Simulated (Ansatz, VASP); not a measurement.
Ge: VASP beside Ansatz

Contents of INCAR:

```
ALGO = Normal
EDIFF = 1E-7
ENCUT = 520
GGA = PS
ISIF = 2
ISMEAR = -1
LASPH = T
LCHARG = T
LELF = T
LREAL = F
LVHAR = T
LWAVE = F
NBANDS = 36
NELM = 100
PREC = Accurate
SIGMA = 0.05
```

KPOINTS

```
k-points
0
Gamma
  7 7 7
```

POSCAR

```
Ge
1.0
    0.0000000000      3.0011696000      5.1156650000
    2.7357168800      0.0000000000      5.1156650000
    2.7357168800      3.0011696000      0.0000000000
Ge
4
Direct
    0.7264900000      0.2735100000      0.7264900000
    0.2735100000      0.7264900000      0.2735100000
    0.2181330000      0.2181330000      0.7818670000
    0.7818670000      0.7818670000      0.2181330000
```

input.yaml

```yaml
crystal:
  lattice:
    - [0.0, 3.0011696, 5.115665]
    - [2.73571688, 0.0, 5.115665]
    - [2.73571688, 3.0011696, 0.0]
  atoms:
    - { symbol: Ge, position: [0.72649, 0.27351, 0.72649] }
    - { symbol: Ge, position: [0.27351, 0.72649, 0.27351] }
    - { symbol: Ge, position: [0.218133, 0.218133, 0.781867] }
    - { symbol: Ge, position: [0.781867, 0.781867, 0.218133] }
kpoints:
  mp_grid: { grid: [7, 7, 7] }
  band_path:
    path:
      - [0.0, 0.0, 0.0]
      - [0.5, 0.0, 0.5]
      - [0.5, 0.1137644408, 0.6137644408]
      - [0.0351733365, 0.5, 0.5351733365]
      - [0.0, 0.5, 0.5]
      - [0.0, 0.0, 0.0]
      - [0.5, 0.5, 0.0]
      - [0.9648266635, 0.5, 0.4648266635]
    npoints: 10
scf:
  occupations: { method: fermi_dirac, width: 0.05 }
hamiltonian:
  xc: pbesol
  pseudopotentials: { kind: all_electron, lapw: { basis_error: 0.002 } }
output:
  forces: true
  stress: true
  eigenvalues: true
```

Change from the starting cell: strain_xy = 0.04.

Alike in both runs: functional PBEsol; k mesh 7 × 7 × 7; occupations fermi-dirac, width 0.05 eV; no spin polarisation.

|  | VASP | Ansatz |
| --- | --- | --- |
| version | VASP 6.6.1 | Ansatz 0.2.0 |
| potentials or method | VASP PAW PBE potentials, release 64 (Ge_d), cutoff 520 eV | all-electron LAPW, scalar-relativistic |
| task | single point | band structure |

```tsv
	VASP	Ansatz	Ansatz less VASP
gap on the k mesh at the Fermi level (eV)	none	none	-
pressure (GPa)	-7.6	-7.6	-0.01
traceless stress, the component that is largest in VASP (GPa)	1.94	1.94	-0.008
rms of the force components (eV/Å)	0.049	0.049	-0.0002
```

VASP's potentials were made for PBE, not for PBEsol. Atom by atom the forces differ by 0.000 eV/Å (rms over components). A gap of «none» marks a metal or a gap that the smearing closes. Ansatz ran all-electron here, and VASP with PAW potentials.
